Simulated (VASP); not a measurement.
# SiC (P6_3mc) in VASP: a series of runs

Runs on SiC. Level: r2SCAN. Tasks: single point.

All numbers are computed with VASP 6.6.1; they aren't measurements. Logs are shortened: lines on timing, memory, paths and dates and some standing lists are left out, and cuts for length are marked.

### 1 The cell of the first run

The structure is hexagonal, space group P6_3mc (No. 186). Conventional cell: a = 3.013 Å, b = 3.013 Å, c = 4.943 Å, α = 90.00°, β = 90.00°, γ = 120.00°. Within 2.4 Å of Si (site symmetry 3m) lie 4 C at 1.84 to 1.86 Å. Within 2.4 Å of C (site symmetry 3m) lie 4 Si at 1.84 to 1.86 Å.

### 2 Single point, r2SCAN (9.72 Å³/atom)

The input, POSCAR:

```
SiC
1.0
    3.0131199832      0.0000000000      0.0000000000
   -1.5065599916      2.6094384501      0.0000000000
    0.0000000000      0.0000000000      4.9428112301
Si C
2 2
Direct
    0.3333333333      0.6666666667      0.0045681926
    0.6666666667      0.3333333333      0.5045681926
    0.3333333333      0.6666666667      0.3804318074
    0.6666666667      0.3333333333      0.8804318074
```

The input, INCAR.step1:

```
  PREC = Accurate
  ENCUT = 520
  ISMEAR = 0
  SIGMA = 0.02
  LREAL = F
  LASPH = T
  NELM = 80
  NBANDS = 16
  GGA = PE
  ALGO = Normal
  EDIFF = 1E-4
  LWAVE = T
  LCHARG = F
```

The input, INCAR.step2:

```
  PREC = Accurate
  ENCUT = 520
  EDIFF = 1E-6
  ISMEAR = 0
  SIGMA = 0.02
  LREAL = F
  LASPH = T
  NELM = 80
  ALGO = Normal
  ISIF = 2
  LWAVE = F
  LCHARG = F
  METAGGA = R2SCAN
  LMIXTAU = T
  NBANDS = 16
  ISTART = 1
```

The input, KPOINTS:

```
regular mesh
0
Gamma
  12 12 6
```

Potentials or basis: VASP PAW PBE potentials, release 64 (Si, C).

On the command line:

```bash
cat potpaw_PBE.64/Si/POTCAR potpaw_PBE.64/C/POTCAR > POTCAR
cp INCAR.step1 INCAR
mpirun -np 1 vasp_std > vasp.out
cp INCAR.step2 INCAR
mpirun -np 1 vasp_std > vasp.out
```

OUTCAR:

```text
PREC = Accurate
   ENCUT = 520
   EDIFF = 1E-6
   ISMEAR = 0
   LREAL = F
   LASPH = T
   NELM = 80
   ISIF = 2
   METAGGA = R2SCAN
   ISTART = 1

 ion  position               nearest neighbor table
   1  0.333  0.667  0.005-   4 1.84   4 1.84   4 1.84   3 1.86   2 3.02   2 3.02   2 3.02   2 3.02
                             2 3.02   2 3.02
   2  0.667  0.333  0.505-   3 1.84   3 1.84   3 1.84   4 1.86   1 3.02   1 3.02   1 3.02   1 3.02
                             1 3.02   1 3.02
   3  0.333  0.667  0.380-   2 1.84   2 1.84   2 1.84   1 1.86
   4  0.667  0.333  0.880-   1 1.84   1 1.84   1 1.84   2 1.86

  LATTYP: Found a hexagonal cell.
 ALAT       =     3.0131199832
 C/A-ratio  =     1.6404296071

  Lattice vectors:

 A1 = (   3.0131199832,   0.0000000000,   0.0000000000)
 A2 = (  -1.5065599916,   2.6094384501,   0.0000000000)
 A3 = (   0.0000000000,   0.0000000000,   4.9428112301)

Analysis of symmetry for initial positions (statically):
=====================================================================
 Subroutine PRICEL returns:
 Original cell was already a primitive cell.

 Routine SETGRP: Setting up the symmetry group for a
 hexagonal supercell.

 Subroutine GETGRP returns: Found 12 space group operations
 (whereof  6 operations were pure point group operations)
 out of a pool of 24 trial point group operations.

The static configuration has the point symmetry C_3v.
 The point group associated with its full space group is C_6v.

Analysis of symmetry for dynamics (positions and initial velocities):
=====================================================================
 Subroutine PRICEL returns:
 Original cell was already a primitive cell.

 Routine SETGRP: Setting up the symmetry group for a
 hexagonal supercell.

 Subroutine GETGRP returns: Found 12 space group operations
 (whereof  6 operations were pure point group operations)
 out of a pool of 24 trial point group operations.

The dynamic configuration has the point symmetry C_3v.
 The point group associated with its full space group is C_6v.

 Subroutine INISYM returns: Found 12 space group operations
 (whereof  6 operations are pure point group operations),
 and found     1 'primitive' translations

----------------------------------------------------------------------------------------

                                     Primitive cell

[... 95 lines left out ...]
   LREAL  =      F    real-space projection
   EDIFFG = 0.1E-04   stopping-criterion for IOM
   NSW    =      0    number of steps for IOM
   IBRION =     -1    ionic relax: 0-MD 1-quasi-New 2-CG
   NFREE  =      0    steps in history (QN), initial steepest desc. (CG)
   ISIF   =      2    stress and relaxation
   ISYM   =      2    0-nonsym 1-usesym 2-fastsym
   POTIM  = 0.5000    time-step for ionic-motion
   TEBEG  =    0.0;   TEEND  =   0.0 temperature during run
   PSTRESS=    0.0 pullay stress
   NELECT =      16.0000    total number of electrons
   NUPDOWN=      -1.0000    fix difference up-down
   EMIN   =  10.00;   EMAX   =-10.00  energy-range for DOS
   EFERMI =   0.00;   METHOD = LEGACY
   ISMEAR =     0;   SIGMA  =   0.02  broadening in eV -4-tet -1-fermi 0-gaus
   EFERMI_NEDOS =   21; number of points for ismear=-14 and -15
   IALGO  =     38    algorithm
   IMIX   =      4    mixing-type and parameters
     AMIX     =   0.40;   BMIX     =  1.00
     AMIX_MAG =   1.60;   BMIX_MAG =  1.00
  volume/ion in A,a.u.               =       9.72        65.57
  Fermi-wavevector in a.u.,A,eV,Ry     =   1.217874  2.301448 20.180390  1.483217
  Thomas-Fermi vector in A             =   2.353180
   LORBIT       =      0    0 simple, 1 ext, 2 COOP (PROOUT), +10 PAW based schemes
   METAGGA = R2SCAN    functional components
   LHFCALC =     F    Hartree Fock is set to
   AEXX    =    0.0000 exact exchange contribution
   IVDW    =     0    specifies the selected vdW correction
   LEPSILON=     F    determine dielectric tensor
   LRPA    =     F    only Hartree local field effects (RPA)
 non-spin polarized calculation
 Gauss-broadening in eV      SIGMA  =   0.02
  energy-cutoff  :      520.00
  volume of cell :       38.86
 maximum number of plane-waves:      1087
 NGX is ok and might be reduce to    24
   NGX = 11   NGY = 11   NGZ = 19

 number of electron      15.9999998 magnetization

 Free energy of the ion-electron system (eV)
  ---------------------------------------------------
  ext. energy  EPLUGINS =         0.00000000
  ---------------------------------------------------
  free energy    TOTEN  =       -38.52299386 eV

  energy without entropy =      -38.52299386  energy(sigma->0) =      -38.52299386

 E-fermi :   8.9528     XC(G=0): -12.2089

 val. band max:        8.8590580912   @ k =   0.0000   0.0000   0.0000
 cond. band min:      11.4302545698   @ k =   0.3333   0.3333   0.0000
 fundamental gap:      2.5711964786
 Fermi energy:         8.9528342406

 k-point     1 :       0.0000    0.0000    0.0000
  band No.  band energies     occupation
      1      -8.0050      2.00000
      2      -4.1349      2.00000
      3      -0.4926      2.00000
      4       7.4426      2.00000
      5       7.4426      2.00000
      6       8.7503      2.00000
[... 433 lines left out ...]
      3       1.0802      2.00000
      4       2.7756      2.00000
      5       3.7763      2.00000
      6       5.7672      2.00000
[... 8 lines left out ...]
     15      21.7131      0.00000
     16      22.3374      0.00000

 [... further k-points ...]

------------------------ aborting loop because EDIFF is reached ----------------------------------------

  FORCE on cell =-STRESS in cart. coord.  units (eV):
  Direction    XX          YY          ZZ          XY          YZ          ZX
  --------------------------------------------------------------------------------------
  -------------------------------------------------------------------------------------
  Total        3.8035948      3.8035948      3.7939270      0.0000000      0.0000000      0.0000000
  in kB      156.8076753    156.8076753    156.4091120      0.0000000      0.0000000      0.0000000
  external PRESSURE =     156.6748208 kB  Pullay stress =       0.0000000 kB

 VOLUME and BASIS-vectors are now :
 -----------------------------------------------------------------------------
  energy-cutoff  :      520.00
  volume of cell :       38.86
      direct lattice vectors                 reciprocal lattice vectors
     3.013119983  0.000000000  0.000000000     0.331881905  0.191612107  0.000000000
    -1.506559992  2.609438450  0.000000000     0.000000000  0.383224214  0.000000000
     0.000000000  0.000000000  4.942811230     0.000000000  0.000000000  0.202314018

 POSITION                                       TOTAL-FORCE (eV/Angst)
 -----------------------------------------------------------------------------------
     -0.00000      1.73963      0.02258         0.000000      0.000000      0.008001
      1.50656      0.86981      2.49399        -0.000000      0.000000      0.008001
     -0.00000      1.73963      1.88040        -0.000000     -0.000000     -0.008001
      1.50656      0.86981      4.35181         0.000000      0.000000     -0.008001
 -----------------------------------------------------------------------------------
    total drift:                                0.000000      0.000000     -0.000441

  FREE ENERGIE OF THE ION-ELECTRON SYSTEM (eV)
  ---------------------------------------------------
  free  energy   TOTEN  =       -38.5229938615 eV

  energy  without entropy=      -38.5229938615  energy(sigma->0) =      -38.52299386
```

It took 7.3 min on 1 thread of AMD EPYC, shared host; peak memory 0.15 GiB.

What came out:

```
Free energy            : -38.5230 eV
Pressure               : 15.7 GPa
Largest force          : 0.008 eV/Å
Band gap on the k mesh : 2.57 eV (least direct gap 4.63 eV)
```

Forces on the atoms (eV/Å):
```
Si   0.000  0.000  0.008
Si   0.000  0.000  0.008
C    0.000  0.000 -0.008
C    0.000  0.000 -0.008
```

Caveat: the cell stands under pressure; the PAW data sets were made with another functional, which shifts forces and pressure a little. A k mesh can miss the band edges.

### 3 Single point, r2SCAN (10.03 Å³/atom)

This run uses another cell than the first one, of 10.03 Å³/atom.

The input, POSCAR:

```
SiC
1.0
    3.0445454035      0.0000000000      0.0000000000
   -1.5222727017      2.6366536624      0.0000000000
    0.0000000000      0.0000000000      4.9958092371
Si C
2 2
Direct
    0.3333333333      0.6666666667      0.0045754862
    0.6666666667      0.3333333333      0.5045754862
    0.3333333333      0.6666666667      0.3804245138
    0.6666666667      0.3333333333      0.8804245138
```

The input, INCAR.step1:

```
ALGO = Normal
EDIFF = 1E-4
ENCUT = 520
GGA = PE
ISMEAR = 0
LASPH = True
LCHARG = False
LREAL = False
LWAVE = True
NBANDS = 16
NELM = 100
PREC = Accurate
SIGMA = 0.02
```

The input, INCAR.step2:

```
ALGO = Normal
EDIFF = 1E-7
ENCUT = 520
ISIF = 2
ISMEAR = 0
ISTART = 1
LASPH = True
LCHARG = True
LELF = True
LMIXTAU = True
LREAL = False
LVHAR = True
LWAVE = False
METAGGA = R2SCAN
NBANDS = 16
NELM = 100
PREC = Accurate
SIGMA = 0.02
```

The input, KPOINTS:

```
k-points
0
Gamma
  12 12 6
```

Potentials or basis: VASP PAW PBE potentials, release 64 (Si, C).

On the command line:

```bash
cat potpaw_PBE.64/Si/POTCAR potpaw_PBE.64/C/POTCAR > POTCAR
cp INCAR.step1 INCAR
mpirun -np 1 vasp_std > vasp.out
cp INCAR.step2 INCAR
mpirun -np 1 vasp_std > vasp.out
```

It took 6.5 min on 1 thread of AMD EPYC, shared host; peak memory 0.15 GiB.

It converged, with:

- Free energy: -38.6110 eV
- Pressure: 7.2 GPa
- Largest force: 0.006 eV/Å
- Band gap on the k mesh: 2.62 eV (least direct gap 4.55 eV)

Forces in eV/Å, atoms in the order of the input:
```
Si   0.000  0.000  0.006
Si   0.000  0.000  0.006
C    0.000  0.000 -0.006
C    0.000  0.000 -0.006
```

Levels at points of the mesh, in eV from the valence-band top:
```tsv
k point	band 5	band 6	band 7	band 8	band 9	band 10	band 11	band 12
(0.00, 0.00, 0.00)	-1.40	-0.11	0.00	0.00	5.65	7.12	7.39	7.39
(0.50, 0.00, 0.00)	-5.73	-3.54	-3.44	-1.26	3.29	4.71	7.72	7.78
(0.00, 0.00, 0.50)	-0.76	-0.76	-0.76	-0.76	6.78	6.78	8.07	8.07
(0.50, 0.00, 0.50)	-2.60	-2.60	-2.47	-2.47	3.80	3.80	5.94	5.94
```

Caveat: the cell stands under pressure; the PAW data sets were made with another functional, which shifts forces and pressure a little. A k mesh can miss the band edges.
